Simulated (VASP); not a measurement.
# NaTa3O3 (Cm) in VASP: a series of runs

The runs below take NaTa3O3 through single point, with PBE.

All numbers are computed with VASP 6.6.1; they aren't measurements. Logs are shortened: lines on timing, memory, paths and dates and some standing lists are left out, and cuts for length are marked.

## (1) The cell of the first run

The structure is monoclinic, space group Cm (No. 8). Conventional cell: a = 5.079 Å, b = 2.972 Å, c = 11.957 Å, α = 90.00°, β = 93.66°, γ = 90.00°. Within 3.1 Å of Na (site symmetry m) lie 6 O at 2.37 to 2.42 Å and 6 Na at 2.94 to 2.97 Å and 2 Ta at 3.00 to 3.04 Å. Within 3.0 Å of Ta (site symmetry m) lie 1 O at 2.16 Å and 8 Ta at 2.86 to 2.97 Å. Within 2.8 Å of Ta (site symmetry m) lie 6 O at 2.14 to 2.16 Å. Ta (site symmetry m) has 3 O at 2.15 to 2.20 Å and 8 Ta at 2.86 to 2.97 Å and 1 Na at 3.00 Å within 3.1 Å. Within 2.8 Å of O (site symmetry m) lie 4 Ta at 2.14 to 2.16 Å and 1 O at 2.62 Å. Within 2.8 Å of O (site symmetry m) lie 3 Ta at 2.15 to 2.16 Å and 3 Na at 2.42 Å and 1 O at 2.62 Å. O (site symmetry m) has 3 Ta at 2.15 to 2.20 Å and 3 Na at 2.37 Å within 2.8 Å.

## (2) Single point, PBE

The input, INCAR:

```
SYSTEM = NaTa3O3
ALGO     = Normal         ! electronic algorithm
EDIFF    = 1E-6           ! SCF threshold, eV
ENCUT    = 520            ! plane-wave cutoff, eV
GGA      = PE             ! functional
ISIF     = 2              ! what is computed and relaxed
ISMEAR   = 0              ! smearing method
LASPH    = .TRUE.         ! aspherical terms in the spheres
LCHARG   = .FALSE.        ! write CHGCAR
LREAL    = .FALSE.        ! projectors in reciprocal space
LWAVE    = .FALSE.        ! write WAVECAR
NBANDS   = 38             ! bands
NELM     = 100            ! most SCF steps
PREC     = Accurate       ! precision mode
SIGMA    = 0.2            ! smearing width, eV
```

The input, KPOINTS:

```
k-points
0
G
  8 8 2
  0 0 0
```

The input, POSCAR:

```
NaTa3O3
1.0
   -2.5395460754      1.4857788937      0.0006518427
   -2.5395460754     -1.4857788937      0.0006518427
   -0.7601246442      0.0000000000     11.9331877294
Na Ta O
1 3 3
Direct
    0.0293081739      0.0293081739      0.9929745105
    0.4393289410      0.4393289410      0.4489795611
    0.0696659356      0.0696659356      0.7380280365
    0.9827716798      0.9827716798      0.2443953582
    0.4213487181      0.4213487181      0.6297069867
    0.3866656345      0.3866656345      0.8493381687
    0.6725239732      0.6725239732      0.1305773783
```

Potentials or basis: VASP PAW PBE potentials, release 64 (Na_pv, Ta_pv, O).

Started as:

```bash
cat potpaw_PBE.64/Na_pv/POTCAR potpaw_PBE.64/Ta_pv/POTCAR potpaw_PBE.64/O/POTCAR > POTCAR
mpirun -np 1 vasp_std > vasp.out
```

OUTCAR:

```text
SYSTEM = NaTa3O3
   EDIFF = 1E-6
   ENCUT = 520
   GGA = PE
   ISIF = 2
   ISMEAR = 0
   LASPH = .TRUE.
   LREAL = .FALSE.
   NELM = 100
   PREC = Accurate

 ion  position               nearest neighbor table
   1  0.029  0.029  0.993-   7 2.37   7 2.37   7 2.37   4 3.00   3 3.04
   2  0.439  0.439  0.449-   5 2.16   4 2.86   4 2.86   4 3.48   4 3.57
   3  0.070  0.070  0.738-   5 2.14   5 2.14   5 2.14   6 2.15   6 2.16   6 2.16   1 3.04
   4  0.983  0.983  0.244-   7 2.15   7 2.20   7 2.20   2 2.86   2 2.86   1 3.00   2 3.48   2 3.57

   5  0.421  0.421  0.630-   3 2.14   3 2.14   3 2.14   2 2.16
   6  0.387  0.387  0.849-   3 2.15   3 2.16   3 2.16
   7  0.673  0.673  0.131-   4 2.15   4 2.20   4 2.20   1 2.37   1 2.37   1 2.37

  LATTYP: Found a base centered monoclinic cell.
 ALAT       =     5.0790923181
 B/A-ratio  =     0.5850568569
 C/A-ratio  =     2.3542341475
 COS(beta)  =    -0.0638256931

  Lattice vectors:

 A1 = (   2.5395460754,  -1.4857788937,  -0.0006518427)
 A2 = (   2.5395460754,   1.4857788937,  -0.0006518427)
 A3 = (  -0.7601246442,   0.0000000000,  11.9331877294)

Analysis of symmetry for initial positions (statically):
=====================================================================
 Subroutine PRICEL returns:
 Original cell was already a primitive cell.

 Routine SETGRP: Setting up the symmetry group for a
 base centered monoclinic supercell.

 Subroutine GETGRP returns: Found  2 space group operations
 (whereof  2 operations were pure point group operations)
 out of a pool of  4 trial point group operations.

The static configuration has the point symmetry C_1h.

Analysis of symmetry for dynamics (positions and initial velocities):
=====================================================================
 Subroutine PRICEL returns:
 Original cell was already a primitive cell.

 Routine SETGRP: Setting up the symmetry group for a
 base centered monoclinic supercell.

 Subroutine GETGRP returns: Found  2 space group operations
 (whereof  2 operations were pure point group operations)
 out of a pool of  4 trial point group operations.

The dynamic configuration has the point symmetry C_1h.

 Subroutine INISYM returns: Found  2 space group operations
 (whereof  2 operations are pure point group operations),
 and found     1 'primitive' translations

----------------------------------------------------------------------------------------

                                     Primitive cell

  volume of cell :      90.0512

  direct lattice vectors                    reciprocal lattice vectors
    -2.539546075  1.485778894  0.000651843    -0.196888798  0.336523827 -0.012541496
    -2.539546075 -1.485778894  0.000651843    -0.196888798 -0.336523827 -0.012541496
    -0.760124644  0.000000000 11.933187729     0.000021510  0.000000000  0.083801275

  length of vectors
     2.942249754  2.942249754 11.957372573     0.390090726  0.390090726  0.083801278

  position of ions in fractional coordinates (direct lattice)
     0.029308174  0.029308174  0.992974510
     0.439328941  0.439328941  0.448979561
     0.069665936  0.069665936  0.738028036
     0.982771680  0.982771680  0.244395358
     0.421348718  0.421348718  0.629706987
     0.386665634  0.386665634  0.849338169
     0.672523973  0.672523973  0.130577378

  ion indices of the primitive-cell ions
   primitive index   ion index
                 1           1
                 2           2
                 3           3
                 4           4
                 5           5
                 6           6
                 7           7

----------------------------------------------------------------------------------------

 KPOINTS: k-points

Automatic generation of k-mesh.
 Grid dimensions read from file:
 generate k-points for:    8    8    2

 Generating k-lattice:

  Cartesian coordinates                     Fractional coordinates (reciprocal lattice)
    -0.024611100  0.042065478 -0.001567687     0.125000000  0.000000000  0.000000000
    -0.024611100 -0.042065478 -0.001567687     0.000000000  0.125000000  0.000000000
     0.000010755  0.000000000  0.041900638    -0.000000000 -0.000000000  0.500000000

  Length of vectors
     0.048761341  0.048761341  0.041900639

  Shift w.r.t. Gamma in fractional coordinates (k-lattice)
     0.000000000  0.000000000  0.000000000

 Subroutine IBZKPT returns following result:
 ===========================================

 Found     42 irreducible k-points:

 Following reciprocal coordinates:
            Coordinates               Weight
  0.000000  0.000000  0.000000      1.000000
  0.125000 -0.000000  0.000000      4.000000
  0.250000 -0.000000  0.000000      4.000000
  0.375000 -0.000000 -0.000000      4.000000
  0.500000 -0.000000  0.000000      2.000000
  0.125000  0.125000  0.000000      2.000000
[... 16 lines left out ...]
  0.125000 -0.000000  0.500000      4.000000
  0.250000  0.000000  0.500000      4.000000
 [... further k-points ...]
   k-points           NKPTS =     42   k-points in BZ     NKDIM =     42   number of bands    NBANDS=     38
   number of dos      NEDOS =    301   number of ions     NIONS =      7
   total plane-waves  NPLWV =  51840
   dimension x,y,z NGX =    24 NGY =   24 NGZ =   90
   dimension x,y,z NGXF=    48 NGYF=   48 NGZF=  180
   ions per type =               1   3   3
   NGX,Y,Z   is equivalent  to a cutoff of  13.56, 13.56, 12.51 a.u.
   NGXF,Y,Z  is equivalent  to a cutoff of  27.12, 27.12, 25.03 a.u.
 SYSTEM =  NaTa3O3
   PREC   = accura    normal or accurate (medium, high low for compatibility)
   ISTART =      0    job   : 0-new  1-cont  2-samecut
   ICHARG =      2    charge: 1-file 2-atom 10-const
   ISPIN  =      1    spin polarized calculation?
   LNONCOLLINEAR =      F non collinear calculations
   LSORBIT =      F    spin-orbit coupling
   LASPH  =      T    aspherical Exc in radial PAW
   ENCUT  =  520.0 eV  38.22 Ry    6.18 a.u.   5.47  5.47 22.23*2*pi/ulx,y,z
   NELM   =    100;   NELMIN=  2; NELMDL= -5     # of ELM steps
   EDIFF  = 0.1E-05   stopping-criterion for ELM
   LREAL  =      F    real-space projection
   EDIFFG = 0.1E-04   stopping-criterion for IOM
   NSW    =      0    number of steps for IOM
   IBRION =     -1    ionic relax: 0-MD 1-quasi-New 2-CG
   NFREE  =      0    steps in history (QN), initial steepest desc. (CG)
   ISIF   =      2    stress and relaxation
   ISYM   =      2    0-nonsym 1-usesym 2-fastsym
   POTIM  = 0.5000    time-step for ionic-motion
   TEBEG  =    0.0;   TEEND  =   0.0 temperature during run
   PSTRESS=    0.0 pullay stress
   NELECT =      58.0000    total number of electrons
   NUPDOWN=      -1.0000    fix difference up-down
   EMIN   =  10.00;   EMAX   =-10.00  energy-range for DOS
   EFERMI =   0.00;   METHOD = LEGACY
   ISMEAR =     0;   SIGMA  =   0.20  broadening in eV -4-tet -1-fermi 0-gaus
   EFERMI_NEDOS =   21; number of points for ismear=-14 and -15
   IALGO  =     38    algorithm
   IMIX   =      4    mixing-type and parameters
     AMIX     =   0.40;   BMIX     =  1.00
     AMIX_MAG =   1.60;   BMIX_MAG =  1.00
  volume/ion in A,a.u.               =      12.86        86.81
  Fermi-wavevector in a.u.,A,eV,Ry     =   1.413799  2.671692 27.195693  1.998827
  Thomas-Fermi vector in A             =   2.535407
   LORBIT       =      0    0 simple, 1 ext, 2 COOP (PROOUT), +10 PAW based schemes
   GGA     = PE    functional components
   LHFCALC =     F    Hartree Fock is set to
   AEXX    =    0.0000 exact exchange contribution
   IVDW    =     0    specifies the selected vdW correction
   LEPSILON=     F    determine dielectric tensor
   LRPA    =     F    only Hartree local field effects (RPA)
 non-spin polarized calculation
 Gauss-broadening in eV      SIGMA  =   0.20
  energy-cutoff  :      520.00
  volume of cell :       90.05
 maximum number of plane-waves:      2470
 NGX is ok and might be reduce to    24
   NGX = 11   NGY = 11   NGZ = 45

 number of electron      57.9999996 magnetization

 Free energy of the ion-electron system (eV)
  ---------------------------------------------------
  ext. energy  EPLUGINS =         0.00000000
  ---------------------------------------------------
  free energy    TOTEN  =       -63.55777046 eV

  energy without entropy =      -63.51826031  energy(sigma->0) =      -63.53801538

 E-fermi :   5.9516     XC(G=0): -11.7833

 val. band max:        5.9459978265   @ k =  -0.3750   0.3750   0.0000
 cond. band min:       5.9552458194   @ k =   0.2500  -0.0000   0.0000
 fundamental gap:      0.0092479929
 Fermi energy:         5.9516380381

 k-point     1 :       0.0000    0.0000    0.0000
  band No.  band energies     occupation
      1     -29.8935      2.00000
      2     -29.1960      2.00000
      3     -29.1627      2.00000
      4     -28.9971      2.00000
      5     -28.4149      2.00000
      6     -28.2257      2.00000
[... 30 lines left out ...]
     37       9.2393      0.00000
     38       9.3049      0.00000

 k-point     2 :       0.1250   -0.0000    0.0000
  band No.  band energies     occupation
      1     -29.8595      2.00000
      2     -29.3456      2.00000
      3     -29.2018      2.00000
      4     -28.9590      2.00000
      5     -28.4734      2.00000
      6     -28.3124      2.00000
[... 30 lines left out ...]
     37       8.9232      0.00000
     38       9.4592      0.00000

 k-point     3 :       0.2500   -0.0000    0.0000
  band No.  band energies     occupation
      1     -29.7769      2.00000
      2     -29.7063      2.00000
      3     -29.2781      2.00000
      4     -28.8736      2.00000
      5     -28.7348      2.00000
      6     -28.4435      2.00000
[... 30 lines left out ...]
     37       9.3791      0.00000
[... 781 lines left out ...]
 k-point    23 :       0.1250   -0.0000    0.5000
  band No.  band energies     occupation
      1     -29.8595      2.00000
      2     -29.3456      2.00000
      3     -29.2018      2.00000
      4     -28.9590      2.00000
      5     -28.4734      2.00000
      6     -28.3124      2.00000
[... 30 lines left out ...]
     37       8.7465      0.00000
     38       9.4527      0.00000

 k-point    24 :       0.2500    0.0000    0.5000
  band No.  band energies     occupation
      1     -29.7769      2.00000
      2     -29.7063      2.00000
      3     -29.2781      2.00000
      4     -28.8737      2.00000
      5     -28.7348      2.00000
      6     -28.4435      2.00000
[... 30 lines left out ...]
     37       9.4038      0.00000
     38       9.9266      0.00000

 [... further k-points ...]

------------------------ aborting loop because EDIFF is reached ----------------------------------------

  FORCE on cell =-STRESS in cart. coord.  units (eV):
  Direction    XX          YY          ZZ          XY          YZ          ZX
  --------------------------------------------------------------------------------------
  -------------------------------------------------------------------------------------
  Total        0.1562636      0.4827974      0.2820884      0.0000000      0.0000000     -0.0264417
  in kB        2.7802167      8.5898555      5.0188730      0.0000000      0.0000000     -0.4704459
  external PRESSURE =       5.4629817 kB  Pullay stress =       0.0000000 kB

 VOLUME and BASIS-vectors are now :
 -----------------------------------------------------------------------------
  energy-cutoff  :      520.00
  volume of cell :       90.05
      direct lattice vectors                 reciprocal lattice vectors
    -2.539546075  1.485778894  0.000651843    -0.196888798  0.336523827 -0.012541496
    -2.539546075 -1.485778894  0.000651843    -0.196888798 -0.336523827 -0.012541496
    -0.760124644  0.000000000 11.933187729     0.000021510  0.000000000  0.083801275

 POSITION                                       TOTAL-FORCE (eV/Angst)
 -----------------------------------------------------------------------------------
     -0.90364      0.00000     11.84939         0.000320      0.000000     -0.023591
     -2.57267      0.00000      5.35833         0.005200      0.000000     -0.012164
     -0.91483      0.00000      8.80712         0.008765      0.000000      0.010417
     -5.17736      0.00000      2.91770        -0.026511      0.000000      0.035620
     -2.61872      0.00000      7.51496        -0.002226      0.000000     -0.040119
     -2.60951      0.00000     10.13582        -0.002625      0.000000      0.059063
     -3.51507      0.00000      1.55908         0.017076      0.000000     -0.029227
 -----------------------------------------------------------------------------------
    total drift:                                0.000558      0.000000     -0.000927

  FREE ENERGIE OF THE ION-ELECTRON SYSTEM (eV)
  ---------------------------------------------------
  free  energy   TOTEN  =       -63.5577704582 eV

  energy  without entropy=      -63.5182603055  energy(sigma->0) =      -63.53801538
```

Run time: 1.7 min. Hardware: 1 thread of AMD EPYC 9R45 (Zen 5), shared host; peak memory 0.26 GiB.

What came out:

| Quantity | Value |
| --- | --- |
| Free energy | -63.5578 eV |
| Pressure | 0.5 GPa |
| Largest force | 0.059 eV/Å |
| Band gap on the k mesh | zero (bands 29 and 30 overlap by 1.32 eV) |

Forces on the atoms (eV/Å):
```
Na   0.000  0.000 -0.024
Ta   0.005  0.000 -0.012
Ta   0.009  0.000  0.010
Ta  -0.027  0.000  0.036
O   -0.002  0.000 -0.040
O   -0.003  0.000  0.059
O    0.017  0.000 -0.029
```

Stress tensor (GPa, compression positive):
```
 0.28  0.00 -0.05
 0.00  0.86  0.00
-0.05  0.00  0.50
```

Levels at points of the mesh, in eV from the Fermi level:
```csv
k point,band 25,band 26,band 27,band 28,band 29,band 30,band 31,band 32,band 33,band 34
"(0.00, 0.00, 0.00)",-4.36,-2.68,-0.54,-0.41,0.43,1.05,1.24,1.33,1.63,1.72
"(0.50, 0.00, 0.00)",-3.53,-2.24,-1.90,-1.41,-0.93,1.54,2.77,3.33,3.59,3.90
"(0.50, 0.50, 0.00)",-3.62,-2.83,-1.80,-1.45,0.96,1.41,1.46,3.39,3.61,4.65
"(0.00, 0.00, 0.50)",-4.36,-2.54,-0.89,-0.21,0.43,1.09,1.22,1.33,1.64,1.70
"(0.50, 0.00, 0.50)",-3.53,-2.29,-1.86,-1.44,-0.91,1.55,2.76,3.32,3.60,3.90
"(0.50, 0.50, 0.50)",-3.62,-2.84,-1.83,-1.43,0.98,1.41,1.46,3.36,3.61,4.65
```

Caveat: spin-orbit coupling is left out, which moves the levels of the heavy elements.

(Part 1 of 2 ends here.)
